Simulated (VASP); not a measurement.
# WS2 (C2/m) in VASP: single point with PBEsol+D3(BJ)

Aim: the single point of WS2 with PBEsol+D3(BJ).

Everything below comes from runs of VASP 6.6.1. Logs are shortened: lines on timing, memory, paths and dates and some standing lists are left out, and cuts for length are marked.

### 1 The cell of the first run

Symmetry: C2/m, No. 12, monoclinic system. Conventional cell: a = 5.396 Å, b = 3.115 Å, c = 11.775 Å, α = 90.00°, β = 92.58°, γ = 90.00°. Within 3.2 Å of W (site symmetry m) lie 6 S at 2.34 to 2.44 Å and 6 W at 3.11 to 3.12 Å. S (site symmetry m) has 3 W at 2.36 to 2.44 Å and 10 S at 3.11 to 3.31 Å within 3.4 Å. Within 3.4 Å of S (site symmetry m) lie 3 W at 2.34 to 2.42 Å and 10 S at 3.11 to 3.35 Å.

### 2 Single point, PBEsol+D3(BJ) (strain +0.0450 x Voigt [0, 0, 0, 1, 0, 0])

INCAR

```
SYSTEM = WS2
  PREC = Accurate
  ENCUT = 520
  EDIFF = 1E-6
  ISMEAR = 0
  SIGMA = 0.05
  LREAL = .FALSE.
  LASPH = .TRUE.
  NELM = 80
  ALGO = Normal
  ISIF = 2
  LWAVE = .FALSE.
  LCHARG = .FALSE.
  GGA = PS
  IVDW = 12
  NBANDS = 35
```

KPOINTS

```
Automatic mesh
0
G
  12 12 4
  0 0 0
```

POSCAR

```
WS2
1.0
    3.1147273971      0.0000000000      0.0000000000
   -1.5573636985      2.6974330517      0.0606922437
    0.0000000000      0.2648755501     11.7722466704
W S
2 4
Direct
    0.3333333333      0.6666666667      0.2500000000
    0.6666666667      0.3333333333      0.7500000000
    0.3333333333      0.6666666667      0.6164531912
    0.6666666667      0.3333333333      0.1164531912
    0.3333333333      0.6666666667      0.8835468088
    0.6666666667      0.3333333333      0.3835468088
```

Potentials or basis: VASP PAW PBE potentials, release 64 (W_sv, S).

Started as:

```console
cat potpaw_PBE.64/W_sv/POTCAR potpaw_PBE.64/S/POTCAR > POTCAR
mpirun -np 1 vasp_std > vasp.out
```

OUTCAR:

```text
SYSTEM = WS2
   PREC = Accurate
   ENCUT = 520
   EDIFF = 1E-6
   ISMEAR = 0
   LREAL = .FALSE.
   LASPH = .TRUE.
   NELM = 80
   ISIF = 2
   GGA = PS
   IVDW = 12
 IVDW          = 12

 ion  position               nearest neighbor table
   1  0.333  0.667  0.250-   4 2.34   6 2.36   6 2.36   4 2.42   4 2.42   6 2.44
   2  0.667  0.333  0.750-   5 2.34   3 2.36   3 2.36   5 2.42   5 2.42   3 2.44
   3  0.333  0.667  0.616-   2 2.36   2 2.36   2 2.44
   4  0.667  0.333  0.116-   1 2.34   1 2.42   1 2.42
   5  0.333  0.667  0.884-   2 2.34   2 2.42   2 2.42
   6  0.667  0.333  0.384-   1 2.36   1 2.36   1 2.44

  LATTYP: Found a base centered monoclinic cell.
 ALAT       =     5.3962315061
 B/A-ratio  =     0.5772041829
 C/A-ratio  =     2.1821202686
 COS(beta)  =    -0.0449772303

  Lattice vectors:

 A1 = (  -1.5573636986,  -2.6974330517,  -0.0606922437)
 A2 = (   1.5573636985,  -2.6974330517,  -0.0606922437)
 A3 = (   0.0000000000,   0.2648755501,  11.7722466704)

Analysis of symmetry for initial positions (statically):
=====================================================================
 Subroutine PRICEL returns:
 Original cell was already a primitive cell.

 Routine SETGRP: Setting up the symmetry group for a
 base centered monoclinic supercell.

 Subroutine GETGRP returns: Found  4 space group operations
 (whereof  4 operations were pure point group operations)
 out of a pool of  4 trial point group operations.

The static configuration has the point symmetry C_2h.

Analysis of symmetry for dynamics (positions and initial velocities):
=====================================================================
 Subroutine PRICEL returns:
 Original cell was already a primitive cell.

 Routine SETGRP: Setting up the symmetry group for a
 base centered monoclinic supercell.

 Subroutine GETGRP returns: Found  4 space group operations
 (whereof  4 operations were pure point group operations)
 out of a pool of  4 trial point group operations.

The dynamic configuration has the point symmetry C_2h.

 Subroutine INISYM returns: Found  4 space group operations
 (whereof  4 operations are pure point group operations),
 and found     1 'primitive' translations

----------------------------------------------------------------------------------------

                                     Primitive cell

  volume of cell :      98.8576

  direct lattice vectors                    reciprocal lattice vectors
     3.114727397  0.000000000  0.000000000     0.321055384  0.185455299 -0.004172744
    -1.557363698  2.697433052  0.060692244     0.000000000  0.370910598 -0.008345488
     0.000000000  0.264875550 11.772246670     0.000000000 -0.001912243  0.084988578

  length of vectors
     3.114727397  3.115318652 11.775226143     0.370793257  0.371004473  0.085010088

  position of ions in fractional coordinates (direct lattice)
     0.333333333  0.666666667  0.250000000
     0.666666667  0.333333333  0.750000000
     0.333333333  0.666666667  0.616453191
     0.666666667  0.333333333  0.116453191
     0.333333333  0.666666667  0.883546809
     0.666666667  0.333333333  0.383546809

  ion indices of the primitive-cell ions
   primitive index   ion index
                 1           1
                 2           2
                 3           3
                 4           4
                 5           5
                 6           6

----------------------------------------------------------------------------------------

 KPOINTS: Automatic mesh

Automatic generation of k-mesh.
 Grid dimensions read from file:
 generate k-points for:   12   12    4

 Generating k-lattice:

  Cartesian coordinates                     Fractional coordinates (reciprocal lattice)
     0.026754615  0.015454608 -0.000347729     0.083333333 -0.000000000  0.000000000
     0.000000000  0.030909217 -0.000695457     0.000000000  0.083333333  0.000000000
     0.000000000 -0.000478061  0.021247145     0.000000000  0.000000000  0.250000000

  Length of vectors
     0.030899438  0.030917039  0.021252522

  Shift w.r.t. Gamma in fractional coordinates (k-lattice)
     0.000000000  0.000000000  0.000000000

 Subroutine IBZKPT returns following result:
 ===========================================

 Found    164 irreducible k-points:

 Following reciprocal coordinates:
            Coordinates               Weight
  0.000000  0.000000  0.000000      1.000000
  0.083333  0.000000 -0.000000      4.000000
  0.166667  0.000000  0.000000      4.000000
  0.250000 -0.000000  0.000000      4.000000
  0.333333 -0.000000  0.000000      4.000000
  0.416667  0.000000  0.000000      4.000000
[... 16 lines left out ...]
  0.333333  0.166667 -0.000000      4.000000
  0.416667  0.166667 -0.000000      4.000000
 [... further k-points ...]
   k-points           NKPTS =    164   k-points in BZ     NKDIM =    164   number of bands    NBANDS=     35
   number of dos      NEDOS =    301   number of ions     NIONS =      6
   total plane-waves  NPLWV =  51840
   dimension x,y,z NGX =    24 NGY =   24 NGZ =   90
   dimension x,y,z NGXF=    48 NGYF=   48 NGZF=  180
   ions per type =               2   4
   NGX,Y,Z   is equivalent  to a cutoff of  12.81, 12.81, 12.71 a.u.
   NGXF,Y,Z  is equivalent  to a cutoff of  25.62, 25.61, 25.41 a.u.
 SYSTEM =  WS2
   PREC   = accura    normal or accurate (medium, high low for compatibility)
   ISTART =      0    job   : 0-new  1-cont  2-samecut
   ICHARG =      2    charge: 1-file 2-atom 10-const
   ISPIN  =      1    spin polarized calculation?
   LNONCOLLINEAR =      F non collinear calculations
   LSORBIT =      F    spin-orbit coupling
   LASPH  =      T    aspherical Exc in radial PAW
   ENCUT  =  520.0 eV  38.22 Ry    6.18 a.u.   5.79  5.79 21.89*2*pi/ulx,y,z
   NELM   =     80;   NELMIN=  2; NELMDL= -5     # of ELM steps
   EDIFF  = 0.1E-05   stopping-criterion for ELM
   LREAL  =      F    real-space projection
   EDIFFG = 0.1E-04   stopping-criterion for IOM
   NSW    =      0    number of steps for IOM
   IBRION =     -1    ionic relax: 0-MD 1-quasi-New 2-CG
   NFREE  =      0    steps in history (QN), initial steepest desc. (CG)
   ISIF   =      2    stress and relaxation
   ISYM   =      2    0-nonsym 1-usesym 2-fastsym
   POTIM  = 0.5000    time-step for ionic-motion
   TEBEG  =    0.0;   TEEND  =   0.0 temperature during run
   PSTRESS=    0.0 pullay stress
   NELECT =      52.0000    total number of electrons
   NUPDOWN=      -1.0000    fix difference up-down
   EMIN   =  10.00;   EMAX   =-10.00  energy-range for DOS
   EFERMI =   0.00;   METHOD = LEGACY
   ISMEAR =     0;   SIGMA  =   0.05  broadening in eV -4-tet -1-fermi 0-gaus
   EFERMI_NEDOS =   21; number of points for ismear=-14 and -15
   IALGO  =     38    algorithm
   IMIX   =      4    mixing-type and parameters
     AMIX     =   0.40;   BMIX     =  1.00
     AMIX_MAG =   1.60;   BMIX_MAG =  1.00
  volume/ion in A,a.u.               =      16.48       111.19
  Fermi-wavevector in a.u.,A,eV,Ry     =   1.321516  2.497304 23.761291  1.746406
  Thomas-Fermi vector in A             =   2.451264
   LORBIT       =      0    0 simple, 1 ext, 2 COOP (PROOUT), +10 PAW based schemes
   GGA     = PS    functional components
   LHFCALC =     F    Hartree Fock is set to
   AEXX    =    0.0000 exact exchange contribution
   IVDW    =    12    specifies the selected vdW correction
   LEPSILON=     F    determine dielectric tensor
   LRPA    =     F    only Hartree local field effects (RPA)
 non-spin polarized calculation
 Gauss-broadening in eV      SIGMA  =   0.05
  energy-cutoff  :      520.00
  volume of cell :       98.86
 maximum number of plane-waves:      2686
   NGX = 11   NGY = 11   NGZ = 43

 number of electron      52.0000003 magnetization

 Free energy of the ion-electron system (eV)
  ---------------------------------------------------
  ext. energy  EPLUGINS =         0.00000000
  ---------------------------------------------------
  free energy    TOTEN  =       -50.33261412 eV

  energy without entropy =      -50.33261412  energy(sigma->0) =      -50.33261412

 E-fermi :   8.9229     XC(G=0): -11.5863

 val. band max:        8.4890524790   @ k =   0.0000   0.0000   0.0000
 cond. band min:       9.1539332290   @ k =   0.1667   0.1667  -0.0000
 fundamental gap:      0.6648807499
 Fermi energy:         8.9228999191

 k-point     1 :       0.0000    0.0000    0.0000
  band No.  band energies     occupation
      1     -66.1653      2.00000
      2     -66.1652      2.00000
      3     -30.4757      2.00000
      4     -30.4756      2.00000
      5     -30.2476      2.00000
      6     -30.2476      2.00000
[... 27 lines left out ...]
     34      11.0950      0.00000
     35      13.3392      0.00000

 k-point     2 :       0.0833    0.0000   -0.0000
  band No.  band energies     occupation
      1     -66.1637      2.00000
      2     -66.1637      2.00000
      3     -30.4704      2.00000
      4     -30.4703      2.00000
      5     -30.2754      2.00000
      6     -30.2754      2.00000
[... 27 lines left out ...]
     34      11.0781      0.00000
     35      13.9039      0.00000

 k-point     3 :       0.1667    0.0000    0.0000
  band No.  band energies     occupation
      1     -66.1595      2.00000
      2     -66.1594      2.00000
      3     -30.4559      2.00000
      4     -30.4558      2.00000
      5     -30.3543      2.00000
      6     -30.3543      2.00000
[... 27 lines left out ...]
     34      11.5561      0.00000
     35      15.0305      0.00000
[... 723 lines left out ...]
 k-point    23 :       0.3333    0.1667   -0.0000
  band No.  band energies     occupation
      1     -66.1422      2.00000
      2     -66.1421      2.00000
      3     -30.6151      2.00000
      4     -30.6151      2.00000
      5     -30.4021      2.00000
      6     -30.4021      2.00000
[... 27 lines left out ...]
     34      13.3920      0.00000
     35      13.6498      0.00000

 k-point    24 :       0.4167    0.1667   -0.0000
  band No.  band energies     occupation
      1     -66.1408      2.00000
      2     -66.1408      2.00000
      3     -30.6331      2.00000
      4     -30.6331      2.00000
      5     -30.4130      2.00000
      6     -30.4130      2.00000
[... 27 lines left out ...]
     34      13.3299      0.00000
     35      13.5866      0.00000

 [... further k-points ...]

------------------------ aborting loop because EDIFF is reached ----------------------------------------

 Edisp (eV)   -2.49878

 E8    (eV) :    -1.6216

  FORCE on cell =-STRESS in cart. coord.  units (eV):
  Direction    XX          YY          ZZ          XY          YZ          ZX
  --------------------------------------------------------------------------------------
  -------------------------------------------------------------------------------------
  Total       0.25748     0.44959     0.51445     0.00000    -5.05397    -0.00000
  in kB       4.17302     7.28654     8.33758     0.00000   -81.90932    -0.00000
  external pressure =        6.60 kB  Pullay stress =        0.00 kB

 VOLUME and BASIS-vectors are now :
 -----------------------------------------------------------------------------
  energy-cutoff  :      520.00
  volume of cell :       98.86
      direct lattice vectors                 reciprocal lattice vectors
     3.114727397  0.000000000  0.000000000     0.321055384  0.185455299 -0.004172744
    -1.557363698  2.697433052  0.060692244     0.000000000  0.370910598 -0.008345488
     0.000000000  0.264875550 11.772246670     0.000000000 -0.001912243  0.084988578

 POSITION                                       TOTAL-FORCE (eV/Angst)
 -----------------------------------------------------------------------------------
     -0.00000      1.86451      2.98352        -0.000000     -0.084925      0.004231
      1.55736      1.09780      8.84942         0.000000      0.084925     -0.004231
     -0.00000      1.96157      7.29750         0.000000      0.659905     -0.081223
      1.55736      0.92999      1.39115         0.000000      0.757314     -0.086426
     -0.00000      2.03232     10.44179        -0.000000     -0.757314      0.086426
      1.55736      1.00074      4.53544        -0.000000     -0.659905      0.081223
 -----------------------------------------------------------------------------------
    total drift:                                0.000000      0.000000     -0.000000

  FREE ENERGIE OF THE ION-ELECTRON SYSTEM (eV)
  ---------------------------------------------------
  free  energy   TOTEN  =       -52.8313892453 eV

  energy  without entropy=      -52.8313892453  energy(sigma->0) =      -52.83138925
```

Run time: 6.2 min. Hardware: 1 thread of Intel Xeon Platinum 8259CL at 2.50GHz (Skylake/Cascade Lake), shared host; peak memory 0.55 GiB.

Results:

| Item | Value |
| --- | --- |
| Free energy | -52.8314 eV |
| Pressure | 0.7 GPa |
| Largest force | 0.762 eV/Å |
| Band gap on the k mesh | 0.66 eV (least direct gap 1.90 eV) |
| Dispersion energy per atom | -0.416 eV |

Forces in eV/Å, atoms in the order of the input:
```
W    0.000 -0.085  0.004
W    0.000  0.085 -0.004
S    0.000  0.660 -0.081
S    0.000  0.757 -0.086
S    0.000 -0.757  0.086
S    0.000 -0.660  0.081
```

Levels at points of the mesh, in eV from the valence-band top:
```csv
k point,band 23,band 24,band 25,band 26,band 27,band 28,band 29,band 30
"(0.00, 0.00, 0.00)",-2.29,-1.54,-1.26,0.00,2.01,2.03,2.16,2.19
"(0.50, 0.00, 0.00)",-2.15,-2.01,-1.78,-1.69,2.29,2.36,2.41,2.89
"(0.00, 0.50, 0.00)",-2.16,-2.01,-1.78,-1.64,2.30,2.37,2.42,2.84
"(0.00, 0.00, 0.50)",-2.34,-2.33,-0.31,-0.31,2.01,2.03,2.19,2.22
"(0.50, 0.00, 0.50)",-1.98,-1.96,-1.89,-1.74,2.32,2.32,2.70,2.74
"(0.00, 0.50, 0.50)",-1.99,-1.96,-1.95,-1.66,2.32,2.33,2.69,2.76
```

Caveat: the cell differs from its parent crystal (strain +0.0450 x Voigt [0, 0, 0, 1, 0, 0]); the PAW data sets were made with another functional, which shifts forces and pressure a little; spin-orbit coupling is left out, which moves the levels of the heavy elements.
